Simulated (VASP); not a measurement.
# Sb2Se3 (Pnma) in VASP: single point with PBE+D3(BJ)

Aim: the single point of Sb2Se3 with PBE+D3(BJ).

All numbers are computed with VASP 6.6.1; they aren't measurements. Logs are shortened: lines on timing, memory, paths and dates and some standing lists are left out, and cuts for length are marked.

## 1. The cell of the first run

It takes space group Pnma (No. 62, orthorhombic). The conventional cell has a = 11.038 Å, b = 3.900 Å, c = 10.981 Å, α = 90.00°, β = 90.00°, γ = 90.00°. Sb (site symmetry m) has 7 Se at 2.71 to 3.12 Å within 3.6 Å. Within 3.5 Å of Sb (site symmetry m) lie 7 Se at 2.65 to 3.20 Å. Within 3.6 Å of Se (site symmetry m) lie 5 Sb at 2.65 to 2.99 Å and 3 Se at 3.52 to 3.56 Å. Se (site symmetry m) has 5 Sb at 2.71 to 3.20 Å and 6 Se at 3.33 to 3.69 Å within 3.7 Å. Within 3.6 Å of Se (site symmetry m) lie 4 Sb at 2.75 to 3.12 Å and 5 Se at 3.33 to 3.56 Å.

## 2. Single point, PBE+D3(BJ)

Contents of INCAR:

```
ALGO = Normal
EDIFF = 1E-6
ENCUT = 520
GGA = PE
ISIF = 2
ISMEAR = 0
IVDW = 12
LASPH = T
LCHARG = T
LELF = T
LREAL = Auto
LVHAR = T
LWAVE = F
NBANDS = 72
NELM = 100
PREC = Accurate
SIGMA = 0.03
```

Contents of KPOINTS:

```
k-points
0
Gamma
  3 9 3
```

Contents of POSCAR:

```
Sb2Se3
1.0
   11.0381744731      0.0000000000      0.0000000000
    0.0000000000      3.9003975631      0.0000000000
    0.0000000000      0.0000000000     10.9807395839
Sb Se
8 12
Direct
    0.0014025503      0.2500000000      0.3298584893
    0.9985974497      0.7500000000      0.6701415107
    0.4985974497      0.7500000000      0.8298584893
    0.5014025503      0.2500000000      0.1701415107
    0.1619166842      0.7500000000      0.0415395661
    0.8380833158      0.2500000000      0.9584604339
    0.3380833158      0.2500000000      0.5415395661
    0.6619166842      0.7500000000      0.4584604339
    0.0602170438      0.2500000000      0.8668808205
    0.9397829562      0.7500000000      0.1331191795
    0.4397829562      0.7500000000      0.3668808205
    0.5602170438      0.2500000000      0.6331191795
    0.1299263624      0.7500000000      0.4430197417
    0.8700736376      0.2500000000      0.5569802583
    0.3700736376      0.2500000000      0.9430197417
    0.6299263624      0.7500000000      0.0569802583
    0.2214714685      0.2500000000      0.2072934688
    0.7785285315      0.7500000000      0.7927065312
    0.2785285315      0.7500000000      0.7072934688
    0.7214714685      0.2500000000      0.2927065312
```

Potentials or basis: VASP PAW PBE potentials, release 64 (Sb, Se).

Run with:

```bash
$ cat potpaw_PBE.64/Sb/POTCAR potpaw_PBE.64/Se/POTCAR > POTCAR
$ mpirun -np 1 vasp_std > vasp.out
```

OUTCAR:

```text
EDIFF = 1E-6
   ENCUT = 520
   GGA = PE
   ISIF = 2
   ISMEAR = 0
   IVDW = 12
   LASPH = T
   LREAL = Auto
   NELM = 100
   PREC = Accurate
 IVDW          = 12

 ion  position               nearest neighbor table
   1  0.001  0.250  0.330-  13 2.71  13 2.71  17 2.78  14 2.88  10 2.99  10 2.99  20 3.12
   2  0.999  0.750  0.670-  14 2.71  14 2.71  18 2.78  13 2.88   9 2.99   9 2.99  19 3.12
   3  0.499  0.750  0.830-  15 2.71  15 2.71  19 2.78  16 2.88  12 2.99  12 2.99  18 3.12
   4  0.501  0.250  0.170-  16 2.71  16 2.71  20 2.78  15 2.88  11 2.99  11 2.99  17 3.12
   5  0.162  0.750  0.042-  10 2.65  17 2.75  17 2.75   9 2.96   9 2.96  15 3.20  15 3.20
   6  0.838  0.250  0.958-   9 2.65  18 2.75  18 2.75  10 2.96  10 2.96  16 3.20  16 3.20
   7  0.338  0.250  0.542-  12 2.65  19 2.75  19 2.75  11 2.96  11 2.96  13 3.20  13 3.20
   8  0.662  0.750  0.458-  11 2.65  20 2.75  20 2.75  12 2.96  12 2.96  14 3.20  14 3.20
   9  0.060  0.250  0.867-   6 2.65   5 2.96   5 2.96   2 2.99   2 2.99
  10  0.940  0.750  0.133-   5 2.65   6 2.96   6 2.96   1 2.99   1 2.99
  11  0.440  0.750  0.367-   8 2.65   7 2.96   7 2.96   4 2.99   4 2.99
  12  0.560  0.250  0.633-   7 2.65   8 2.96   8 2.96   3 2.99   3 2.99
  13  0.130  0.750  0.443-   1 2.71   1 2.71   2 2.88   7 3.20   7 3.20
  14  0.870  0.250  0.557-   2 2.71   2 2.71   1 2.88   8 3.20   8 3.20
  15  0.370  0.250  0.943-   3 2.71   3 2.71   4 2.88   5 3.20   5 3.20
  16  0.630  0.750  0.057-   4 2.71   4 2.71   3 2.88   6 3.20   6 3.20
  17  0.221  0.250  0.207-   5 2.75   5 2.75   1 2.78   4 3.12
  18  0.779  0.750  0.793-   6 2.75   6 2.75   2 2.78   3 3.12
  19  0.279  0.750  0.707-   7 2.75   7 2.75   3 2.78   2 3.12
  20  0.721  0.250  0.293-   8 2.75   8 2.75   4 2.78   1 3.12

  LATTYP: Found a simple orthorhombic cell.
 ALAT       =     3.9003975631
 B/A-ratio  =     2.8152872640
 C/A-ratio  =     2.8300126576

  Lattice vectors:

 A1 = (   0.0000000000,   3.9003975631,   0.0000000000)
 A2 = (   0.0000000000,   0.0000000000,  10.9807395839)
 A3 = (  11.0381744731,   0.0000000000,   0.0000000000)

Analysis of symmetry for initial positions (statically):
=====================================================================
 Subroutine PRICEL returns:
 Original cell was already a primitive cell.

 Routine SETGRP: Setting up the symmetry group for a
 simple orthorhombic supercell.

 Subroutine GETGRP returns: Found  8 space group operations
 (whereof  2 operations were pure point group operations)
 out of a pool of  8 trial point group operations.

The static configuration has the point symmetry S_2 .
 The point group associated with its full space group is D_2h.

Analysis of symmetry for dynamics (positions and initial velocities):
=====================================================================
 Subroutine PRICEL returns:
 Original cell was already a primitive cell.

 Routine SETGRP: Setting up the symmetry group for a
 simple orthorhombic supercell.

 Subroutine GETGRP returns: Found  8 space group operations
 (whereof  2 operations were pure point group operations)
 out of a pool of  8 trial point group operations.

The dynamic configuration has the point symmetry S_2 .
 The point group associated with its full space group is D_2h.

 Subroutine INISYM returns: Found  8 space group operations
 (whereof  2 operations are pure point group operations),
 and found     1 'primitive' translations

----------------------------------------------------------------------------------------

                                     Primitive cell

  volume of cell :     472.7567

  direct lattice vectors                    reciprocal lattice vectors
    11.038174473  0.000000000  0.000000000     0.090594690  0.000000000  0.000000000
     0.000000000  3.900397563  0.000000000     0.000000000  0.256384121  0.000000000
     0.000000000  0.000000000 10.980739584     0.000000000  0.000000000  0.091068547

  length of vectors
    11.038174473  3.900397563 10.980739584     0.090594690  0.256384121  0.091068547

  position of ions in fractional coordinates (direct lattice)
     0.001402550  0.250000000  0.329858489
     0.998597450  0.750000000  0.670141511
     0.498597450  0.750000000  0.829858489
     0.501402550  0.250000000  0.170141511
     0.161916684  0.750000000  0.041539566
     0.838083316  0.250000000  0.958460434
[... 12 lines left out ...]
     0.278528532  0.750000000  0.707293469
     0.721471468  0.250000000  0.292706531

  ion indices of the primitive-cell ions
   primitive index   ion index
                 1           1
                 2           2
                 3           3
                 4           4
                 5           5
                 6           6
[... 12 lines left out ...]
                19          19
                20          20

----------------------------------------------------------------------------------------

 KPOINTS: k-points

Automatic generation of k-mesh.
 Grid dimensions read from file:
 generate k-points for:    3    9    3

 Generating k-lattice:

  Cartesian coordinates                     Fractional coordinates (reciprocal lattice)
     0.030198230  0.000000000  0.000000000     0.333333333  0.000000000  0.000000000
     0.000000000  0.028487125  0.000000000     0.000000000  0.111111111  0.000000000
     0.000000000  0.000000000  0.030356182     0.000000000  0.000000000  0.333333333

  Length of vectors
     0.030198230  0.028487125  0.030356182

  Shift w.r.t. Gamma in fractional coordinates (k-lattice)
     0.000000000  0.000000000  0.000000000

 Subroutine IBZKPT returns following result:
 ===========================================

 Found     20 irreducible k-points:

 Following reciprocal coordinates:
            Coordinates               Weight
  0.000000  0.000000  0.000000      1.000000
  0.333333  0.000000  0.000000      2.000000
  0.000000  0.111111  0.000000      2.000000
  0.333333  0.111111  0.000000      4.000000
  0.000000  0.222222  0.000000      2.000000
  0.333333  0.222222  0.000000      4.000000
[... 12 lines left out ...]
  0.000000  0.444444  0.333333      4.000000
  0.333333  0.444444  0.333333      8.000000
   k-points           NKPTS =     20   k-points in BZ     NKDIM =     20   number of bands    NBANDS=     72
   number of dos      NEDOS =    301   number of ions     NIONS =     20
   total plane-waves  NPLWV = 211680
   dimension x,y,z NGX =    84 NGY =   30 NGZ =   84
   dimension x,y,z NGXF=   168 NGYF=   60 NGZF=  168
   ions per type =               8  12
   NGX,Y,Z   is equivalent  to a cutoff of  12.65, 12.79, 12.72 a.u.
   NGXF,Y,Z  is equivalent  to a cutoff of  25.30, 25.57, 25.43 a.u.
 SYSTEM =  unknown system
   PREC   = accura    normal or accurate (medium, high low for compatibility)
   ISTART =      0    job   : 0-new  1-cont  2-samecut
   ICHARG =      2    charge: 1-file 2-atom 10-const
   ISPIN  =      1    spin polarized calculation?
   LNONCOLLINEAR =      F non collinear calculations
   LSORBIT =      F    spin-orbit coupling
   LASPH  =      T    aspherical Exc in radial PAW
   ENCUT  =  520.0 eV  38.22 Ry    6.18 a.u.  20.52  7.25 20.42*2*pi/ulx,y,z
   NELM   =    100;   NELMIN=  2; NELMDL= -5     # of ELM steps
   EDIFF  = 0.1E-05   stopping-criterion for ELM
   LREAL  =      T    real-space projection
   EDIFFG = 0.1E-04   stopping-criterion for IOM
   NSW    =      0    number of steps for IOM
[... 5 lines left out ...]
   TEBEG  =    0.0;   TEEND  =   0.0 temperature during run
   PSTRESS=    0.0 pullay stress
   NELECT =     112.0000    total number of electrons
   NUPDOWN=      -1.0000    fix difference up-down
   EMIN   =  10.00;   EMAX   =-10.00  energy-range for DOS
   EFERMI =   0.00;   METHOD = LEGACY
   ISMEAR =     0;   SIGMA  =   0.03  broadening in eV -4-tet -1-fermi 0-gaus
   EFERMI_NEDOS =   21; number of points for ismear=-14 and -15
   IALGO  =     38    algorithm
   IMIX   =      4    mixing-type and parameters
     AMIX     =   0.40;   BMIX     =  1.00
     AMIX_MAG =   1.60;   BMIX_MAG =  1.00
  volume/ion in A,a.u.               =      23.64       159.52
  Fermi-wavevector in a.u.,A,eV,Ry     =   1.012982  1.914258 13.961372  1.026132
  Thomas-Fermi vector in A             =   2.146123
   LORBIT       =      0    0 simple, 1 ext, 2 COOP (PROOUT), +10 PAW based schemes
   GGA     = PE    functional components
   LHFCALC =     F    Hartree Fock is set to
   AEXX    =    0.0000 exact exchange contribution
   IVDW    =    12    specifies the selected vdW correction
   LEPSILON=     F    determine dielectric tensor
   LRPA    =     F    only Hartree local field effects (RPA)
 non-spin polarized calculation
 Gauss-broadening in eV      SIGMA  =   0.03
  energy-cutoff  :      520.00
  volume of cell :      472.76
 maximum number of plane-waves:     12755
 NGX is ok and might be reduce to    84
   NGX = 41   NGY = 15   NGZ = 41

 number of electron     112.0000002 magnetization

 Free energy of the ion-electron system (eV)
  ---------------------------------------------------
  ext. energy  EPLUGINS =         0.00000000
  ---------------------------------------------------
  free energy    TOTEN  =       -78.27417319 eV

  energy without entropy =      -78.27417319  energy(sigma->0) =      -78.27417319

 E-fermi :   6.5169     XC(G=0): -10.0611

 val. band max:        6.3913847534   @ k =   0.0000   0.0000   0.0000
 cond. band min:       6.9400665994   @ k =   0.0000   0.1111   0.0000
 fundamental gap:      0.5486818460
 Fermi energy:         6.5169049432

 k-point     1 :       0.0000    0.0000    0.0000
  band No.  band energies     occupation
      1      -8.6363      2.00000
      2      -7.9471      2.00000
      3      -7.7351      2.00000
      4      -7.7263      2.00000
      5      -7.6972      2.00000
      6      -7.2105      2.00000
[... 60 lines left out ...]
     67       8.6877      0.00000
     68       8.8449      0.00000
[... 1347 lines left out ...]
     67       9.2337      0.00000
     68       9.4002      0.00000
 [bands above 68 left out]

------------------------ aborting loop because EDIFF is reached ----------------------------------------

 Edisp (eV)   -9.12250

 E8    (eV) :    -3.9792

  FORCE on cell =-STRESS in cart. coord.  units (eV):
  Direction    XX          YY          ZZ          XY          YZ          ZX
  --------------------------------------------------------------------------------------
  -------------------------------------------------------------------------------------
  Total      14.75211    14.84494    14.71548     0.00000     0.00000     0.00000
  in kB      49.99506    50.30964    49.87090     0.00000     0.00000     0.00000
  external pressure =       50.06 kB  Pullay stress =        0.00 kB

 VOLUME and BASIS-vectors are now :
 -----------------------------------------------------------------------------
  energy-cutoff  :      520.00
  volume of cell :      472.76
      direct lattice vectors                 reciprocal lattice vectors
    11.038174473  0.000000000  0.000000000     0.090594690  0.000000000  0.000000000
     0.000000000  3.900397563  0.000000000     0.000000000  0.256384121  0.000000000
     0.000000000  0.000000000 10.980739584     0.000000000  0.000000000  0.091068547

 POSITION                                       TOTAL-FORCE (eV/Angst)
 -----------------------------------------------------------------------------------
      0.01548      0.97510      3.62209        -0.018711     -0.000000     -0.030089
     11.02269      2.92530      7.35865         0.018711      0.000000      0.030089
      5.50361      2.92530      9.11246         0.018711      0.000000     -0.030089
      5.53457      0.97510      1.86828        -0.018711      0.000000      0.030089
      1.78726      2.92530      0.45614         0.016772      0.000000     -0.026065
      9.25091      0.97510     10.52460        -0.016772     -0.000000      0.026065
[... 12 lines left out ...]
      3.07445      2.92530      7.76661        -0.010178      0.000000      0.012413
      7.96373      0.97510      3.21413         0.010178     -0.000000     -0.012413
 -----------------------------------------------------------------------------------
    total drift:                                0.000000      0.000000      0.000000

  FREE ENERGIE OF THE ION-ELECTRON SYSTEM (eV)
  ---------------------------------------------------
  free  energy   TOTEN  =       -87.3966754727 eV

  energy  without entropy=      -87.3966754727  energy(sigma->0) =      -87.39667547
```

Run time: 8.6 min. Hardware: 1 thread of AMD EPYC 9R45 (Zen 5), shared host; peak memory 0.67 GiB.

Results:

| Property | Result |
| --- | --- |
| Free energy | -87.3967 eV |
| Pressure | 5.0 GPa |
| Largest force | 0.035 eV/Å |
| Band gap on the k mesh | 0.55 eV (least direct gap 0.58 eV) |
| Dispersion energy per atom | -0.456 eV |

Forces on the atoms (eV/Å):
```
Sb  -0.019  0.000 -0.030
Sb   0.019  0.000  0.030
Sb   0.019  0.000 -0.030
Sb  -0.019  0.000  0.030
Sb   0.017  0.000 -0.026
Sb  -0.017  0.000  0.026
Sb  -0.017  0.000 -0.026
Sb   0.017  0.000  0.026
Se   0.025  0.000 -0.009
Se  -0.025  0.000  0.009
Se  -0.025  0.000 -0.009
Se   0.025  0.000  0.009
Se   0.014  0.000  0.010
Se  -0.014  0.000 -0.010
Se  -0.014  0.000  0.010
Se   0.014  0.000 -0.010
Se   0.010  0.000  0.012
Se  -0.010  0.000 -0.012
Se  -0.010  0.000  0.012
Se   0.010  0.000 -0.012
```

Levels at points of the mesh, in eV from the valence-band top:
```csv
k point,band 53,band 54,band 55,band 56,band 57,band 58,band 59,band 60
"(0.00, 0.00, 0.00)",-0.65,-0.34,-0.05,0.00,0.60,1.17,1.45,1.48
```

Caveat: the cell stands under pressure; spin-orbit coupling is left out, which moves the levels of the heavy elements; an odd mesh through Γ misses points on the zone boundary, where band edges can lie.
